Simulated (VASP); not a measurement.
# Cd (P6_3/mmc) in VASP: single point with PBE

Aim: the single point of Cd with PBE.

Program: VASP 6.6.1. These are calculated values, not measurements. Logs are shortened: lines on timing, memory, paths and dates and some standing lists are left out, and cuts for length are marked.

**1. The cell of the first run**

Symmetry: P6_3/mmc, No. 194, hexagonal system. The conventional cell has a = 3.224 Å, b = 3.224 Å, c = 10.472 Å, α = 90.00°, β = 90.00°, γ = 120.00°. Cd (site symmetry -3m) has 12 Cd at 3.21 to 3.22 Å within 4.2 Å. Within 4.2 Å of Cd (site symmetry -6m2) lie 12 Cd at 3.21 to 3.22 Å.

**2. Single point, PBE (Mg replaced by Cd, lengths x 1.013, strained)**

INCAR

```
ALGO = Fast
EDIFF = 1E-6
ENCUT = 520
GGA = PE
ISIF = 2
ISMEAR = 0
LASPH = T
LCHARG = F
LREAL = F
LWAVE = F
NBANDS = 32
NELM = 80
PREC = Accurate
SIGMA = 0.1
```

KPOINTS

```
k-points
0
Gamma
  15 15 4
```

POSCAR

```
Cd
1.0
    3.2239126775      0.0000000000      0.0000000000
   -1.6119563387      2.7919902783      0.0000000000
    0.0000000000      0.0000000000     10.4718068654
Cd
4
Direct
    0.0000000000      0.0000000000      0.0000000000
    0.3333333300      0.6666666700      0.2500000000
    0.0000000000      0.0000000000      0.5000000000
    0.6666666700      0.3333333300      0.7500000000
```

Potentials or basis: VASP PAW PBE potentials, release 64 (Cd).

Run with:

```bash
$ cat potpaw_PBE.64/Cd/POTCAR > POTCAR
$ mpirun -np 1 vasp_std > vasp.out
```

OUTCAR:

```text
EDIFF = 1E-6
   ENCUT = 520
   GGA = PE
   ISIF = 2
   ISMEAR = 0
   LASPH = T
   LREAL = F
   NELM = 80
   PREC = Accurate

 ion  position               nearest neighbor table
   1  0.000  0.000  0.000-   2 3.21   4 3.21   2 3.21   4 3.21   4 3.21   2 3.21
   2  0.333  0.667  0.250-   1 3.21   3 3.21   1 3.21   3 3.21   1 3.21   3 3.21
   3  0.000  0.000  0.500-   2 3.21   4 3.21   2 3.21   4 3.21   4 3.21   2 3.21
   4  0.667  0.333  0.750-   1 3.21   3 3.21   1 3.21   3 3.21   1 3.21   3 3.21

  LATTYP: Found a hexagonal cell.
 ALAT       =     3.2239126775
 C/A-ratio  =     3.2481670296

  Lattice vectors:

 A1 = (   3.2239126775,   0.0000000000,   0.0000000000)
 A2 = (  -1.6119563387,   2.7919902783,   0.0000000000)
 A3 = (   0.0000000000,   0.0000000000,  10.4718068654)

Analysis of symmetry for initial positions (statically):
=====================================================================
 Subroutine PRICEL returns:
 Original cell was already a primitive cell.

 Routine SETGRP: Setting up the symmetry group for a
 hexagonal supercell.

 Subroutine GETGRP returns: Found 24 space group operations
 (whereof 12 operations were pure point group operations)
 out of a pool of 24 trial point group operations.

The static configuration has the point symmetry D_3d.
 The point group associated with its full space group is D_6h.

Analysis of symmetry for dynamics (positions and initial velocities):
=====================================================================
 Subroutine PRICEL returns:
 Original cell was already a primitive cell.

 Routine SETGRP: Setting up the symmetry group for a
 hexagonal supercell.

 Subroutine GETGRP returns: Found 24 space group operations
 (whereof 12 operations were pure point group operations)
 out of a pool of 24 trial point group operations.

The dynamic configuration has the point symmetry D_3d.
 The point group associated with its full space group is D_6h.

 Subroutine INISYM returns: Found 24 space group operations
 (whereof 12 operations are pure point group operations),
 and found     1 'primitive' translations

----------------------------------------------------------------------------------------

                                     Primitive cell

  volume of cell :      94.2581

  direct lattice vectors                    reciprocal lattice vectors
     3.223912677  0.000000000  0.000000000     0.310182099  0.179083718  0.000000000
    -1.611956339  2.791990278  0.000000000     0.000000000  0.358167436  0.000000000
     0.000000000  0.000000000 10.471806865     0.000000000  0.000000000  0.095494504

  length of vectors
     3.223912677  3.223912677 10.471806865     0.358167436  0.358167436  0.095494504

  position of ions in fractional coordinates (direct lattice)
     0.000000000  0.000000000  0.000000000
     0.333333330  0.666666670  0.250000000
     0.000000000  0.000000000  0.500000000
     0.666666670  0.333333330  0.750000000

  ion indices of the primitive-cell ions
   primitive index   ion index
                 1           1
                 2           2
                 3           3
                 4           4

----------------------------------------------------------------------------------------

 KPOINTS: k-points

Automatic generation of k-mesh.
 Grid dimensions read from file:
 generate k-points for:   15   15    4

 Generating k-lattice:

  Cartesian coordinates                     Fractional coordinates (reciprocal lattice)
     0.020678807  0.011938915  0.000000000     0.066666667  0.000000000  0.000000000
     0.000000000  0.023877829  0.000000000     0.000000000  0.066666667  0.000000000
     0.000000000  0.000000000  0.023873626     0.000000000  0.000000000  0.250000000

  Length of vectors
     0.023877829  0.023877829  0.023873626

  Shift w.r.t. Gamma in fractional coordinates (k-lattice)
     0.000000000  0.000000000  0.000000000

 Subroutine IBZKPT returns following result:
 ===========================================

 Found     81 irreducible k-points:

 Following reciprocal coordinates:
            Coordinates               Weight
  0.000000  0.000000  0.000000      1.000000
  0.066667  0.000000  0.000000      6.000000
  0.133333  0.000000  0.000000      6.000000
  0.200000  0.000000  0.000000      6.000000
  0.266667  0.000000  0.000000      6.000000
  0.333333 -0.000000  0.000000      6.000000
[... 16 lines left out ...]
  0.333333  0.200000  0.000000     12.000000
  0.400000  0.200000  0.000000      6.000000
 [... further k-points ...]
   k-points           NKPTS =     81   k-points in BZ     NKDIM =     81   number of bands    NBANDS=     32
   number of dos      NEDOS =    301   number of ions     NIONS =      4
   total plane-waves  NPLWV =  46080
   dimension x,y,z NGX =    24 NGY =   24 NGZ =   80
   dimension x,y,z NGXF=    48 NGYF=   48 NGZF=  160
   ions per type =               4
   NGX,Y,Z   is equivalent  to a cutoff of  12.38, 12.38, 12.70 a.u.
   NGXF,Y,Z  is equivalent  to a cutoff of  24.75, 24.75, 25.40 a.u.
 SYSTEM =  unknown system
   PREC   = accura    normal or accurate (medium, high low for compatibility)
   ISTART =      0    job   : 0-new  1-cont  2-samecut
   ICHARG =      2    charge: 1-file 2-atom 10-const
   ISPIN  =      1    spin polarized calculation?
   LNONCOLLINEAR =      F non collinear calculations
   LSORBIT =      F    spin-orbit coupling
   LASPH  =      T    aspherical Exc in radial PAW
   ENCUT  =  520.0 eV  38.22 Ry    6.18 a.u.   5.99  5.99 19.47*2*pi/ulx,y,z
   NELM   =     80;   NELMIN=  2; NELMDL= -5     # of ELM steps
   EDIFF  = 0.1E-05   stopping-criterion for ELM
   LREAL  =      F    real-space projection
   EDIFFG = 0.1E-04   stopping-criterion for IOM
   NSW    =      0    number of steps for IOM
   IBRION =     -1    ionic relax: 0-MD 1-quasi-New 2-CG
   NFREE  =      0    steps in history (QN), initial steepest desc. (CG)
   ISIF   =      2    stress and relaxation
   ISYM   =      2    0-nonsym 1-usesym 2-fastsym
   POTIM  = 0.5000    time-step for ionic-motion
   TEBEG  =    0.0;   TEEND  =   0.0 temperature during run
   PSTRESS=    0.0 pullay stress
   NELECT =      48.0000    total number of electrons
   NUPDOWN=      -1.0000    fix difference up-down
   EMIN   =  10.00;   EMAX   =-10.00  energy-range for DOS
   EFERMI =   0.00;   METHOD = LEGACY
   ISMEAR =     0;   SIGMA  =   0.10  broadening in eV -4-tet -1-fermi 0-gaus
   EFERMI_NEDOS =   21; number of points for ismear=-14 and -15
   IALGO  =     68    algorithm
   IMIX   =      4    mixing-type and parameters
     AMIX     =   0.40;   BMIX     =  1.00
     AMIX_MAG =   1.60;   BMIX_MAG =  1.00
  volume/ion in A,a.u.               =      23.56       159.02
  Fermi-wavevector in a.u.,A,eV,Ry     =   1.307321  2.470479 23.253565  1.709089
  Thomas-Fermi vector in A             =   2.438064
   LORBIT       =      0    0 simple, 1 ext, 2 COOP (PROOUT), +10 PAW based schemes
   GGA     = PE    functional components
   LHFCALC =     F    Hartree Fock is set to
   AEXX    =    0.0000 exact exchange contribution
   IVDW    =     0    specifies the selected vdW correction
   LEPSILON=     F    determine dielectric tensor
   LRPA    =     F    only Hartree local field effects (RPA)
 non-spin polarized calculation
 RMM-DIIS sequential band-by-band and
 Gauss-broadening in eV      SIGMA  =   0.10
  energy-cutoff  :      520.00
  volume of cell :       94.26
 maximum number of plane-waves:      2574
 NGX is ok and might be reduce to    24
   NGX = 11   NGY = 11   NGZ = 39

 number of electron      48.0000020 magnetization

 Free energy of the ion-electron system (eV)
  ---------------------------------------------------
  ext. energy  EPLUGINS =         0.00000000
  ---------------------------------------------------
  free energy    TOTEN  =        -2.92751306 eV

  energy without entropy =       -2.92052119  energy(sigma->0) =       -2.92401713

 E-fermi :   2.3691     XC(G=0): -10.5883

 val. band max:        2.3381832785   @ k =   0.0000   0.0000   0.2500
 cond. band min:       2.3922431628   @ k =   0.4000   0.2000   0.0000
 fundamental gap:      0.0540598843
 Fermi energy:         2.3691091337

 k-point     1 :       0.0000    0.0000    0.0000
  band No.  band energies     occupation
      1      -7.0363      2.00000
      2      -6.8320      2.00000
      3      -6.8057      2.00000
      4      -6.6478      2.00000
      5      -6.6478      2.00000
      6      -6.6363      2.00000
[... 24 lines left out ...]
     31      15.0308      0.00000
     32      15.1319      0.00000

 k-point     2 :       0.0667    0.0000    0.0000
  band No.  band energies     occupation
      1      -7.0104      2.00000
      2      -6.8179      2.00000
      3      -6.7847      2.00000
      4      -6.6598      2.00000
      5      -6.6442      2.00000
      6      -6.6410      2.00000
[... 24 lines left out ...]
     31      14.0072      0.00000
     32      14.6145      0.00000

 k-point     3 :       0.1333    0.0000    0.0000
  band No.  band energies     occupation
      1      -6.9522      2.00000
      2      -6.8045      2.00000
      3      -6.7535      2.00000
      4      -6.6856      2.00000
      5      -6.6600      2.00000
      6      -6.6568      2.00000
[... 24 lines left out ...]
     31      12.2471      0.00000
     32      13.8697      0.00000

 k-point     4 :       0.2000    0.0000    0.0000
  band No.  band energies     occupation
      1      -6.9375      2.00000
      2      -6.8294      2.00000
      3      -6.7774      2.00000
      4      -6.7035      2.00000
      5      -6.6977      2.00000
      6      -6.6633      2.00000
[... 24 lines left out ...]
     31      11.2008      0.00000
     32      12.9376      0.00000

 k-point     5 :       0.2667    0.0000    0.0000
  band No.  band energies     occupation
      1      -6.9939      2.00000
      2      -6.8930      2.00000
      3      -6.8357      2.00000
      4      -6.8145      2.00000
      5      -6.7811      2.00000
      6      -6.5934      2.00000
[... 584 lines left out ...]
     31       7.7577      0.00000
     32      10.1813      0.00000

 k-point    22 :       0.2667    0.2000    0.0000
  band No.  band energies     occupation
      1      -6.9415      2.00000
      2      -6.9403      2.00000
      3      -6.8581      2.00000
      4      -6.8210      2.00000
      5      -6.7456      2.00000
      6      -6.7041      2.00000
[... 24 lines left out ...]
     31       6.9810      0.00000
     32       9.3771      0.00000

 k-point    23 :       0.3333    0.2000    0.0000
  band No.  band energies     occupation
      1      -6.9900      2.00000
      2      -6.9570      2.00000
      3      -6.8838      2.00000
      4      -6.8259      2.00000
      5      -6.7387      2.00000
      6      -6.7177      2.00000
[... 24 lines left out ...]
     31       6.6456      0.00000
     32       7.7207      0.00000

 k-point    24 :       0.4000    0.2000    0.0000
  band No.  band energies     occupation
      1      -7.0087      2.00000
      2      -6.9635      2.00000
      3      -6.8917      2.00000
      4      -6.8143      2.00000
      5      -6.7488      2.00000
      6      -6.7447      2.00000
[... 24 lines left out ...]
     31       6.4502      0.00000
     32       6.6571      0.00000

 [... further k-points ...]
[... 5 lines left out ...]
  --------------------------------------------------------------------------------------
  -------------------------------------------------------------------------------------
  Total       -0.5228841     -0.5228841     -0.7734237     -0.0000000     -0.0000000      0.0000000
  in kB       -8.8878606     -8.8878606    -13.1464728     -0.0000000     -0.0000000      0.0000000
  external PRESSURE =     -10.3073980 kB  Pullay stress =       0.0000000 kB

 VOLUME and BASIS-vectors are now :
 -----------------------------------------------------------------------------
  energy-cutoff  :      520.00
  volume of cell :       94.26
      direct lattice vectors                 reciprocal lattice vectors
     3.223912677  0.000000000  0.000000000     0.310182099  0.179083718  0.000000000
    -1.611956339  2.791990278  0.000000000     0.000000000  0.358167436  0.000000000
     0.000000000  0.000000000 10.471806865     0.000000000  0.000000000  0.095494504

 POSITION                                       TOTAL-FORCE (eV/Angst)
 -----------------------------------------------------------------------------------
      0.00000      0.00000      0.00000         0.000000      0.000000     -0.000000
     -0.00000      1.86133      2.61795        -0.000000     -0.000000      0.000000
      0.00000      0.00000      5.23590         0.000000      0.000000     -0.000000
      1.61196      0.93066      7.85386         0.000000      0.000000      0.000000
 -----------------------------------------------------------------------------------
    total drift:                                0.000000      0.000000     -0.000000

  FREE ENERGIE OF THE ION-ELECTRON SYSTEM (eV)
  ---------------------------------------------------
  free  energy   TOTEN  =        -2.9275130648 eV

  energy  without entropy=       -2.9205211937  energy(sigma->0) =       -2.92401713
```

It took 4.7 min on 1 thread of Oxide Virtual Turin-like, shared host; peak memory 0.28 GiB.

What came out:

| Quantity | Value |
| --- | --- |
| Free energy | -2.9275 eV |
| Pressure | -1.0 GPa |
| Band gap on the k mesh | zero (bands 24 and 25 overlap by 2.69 eV) |

Levels at points of the mesh, in eV from the Fermi level:
```
           k point  band 21  band 22  band 23  band 24  band 25  band 26  band 27  band 28
(0.00, 0.00, 0.00)    -8.30    -6.67    -6.66    -2.06    -1.43     5.95     5.95    11.69
(0.00, 0.00, 0.50)    -7.91    -7.91    -4.60    -4.60     1.81     1.81    10.53    10.53
```

Caveat: the cell differs from its parent crystal (Mg replaced by Cd, lengths x 1.013, strained).

The gap in the log of VASP goes by the Fermi energy; the results here count the filled bands.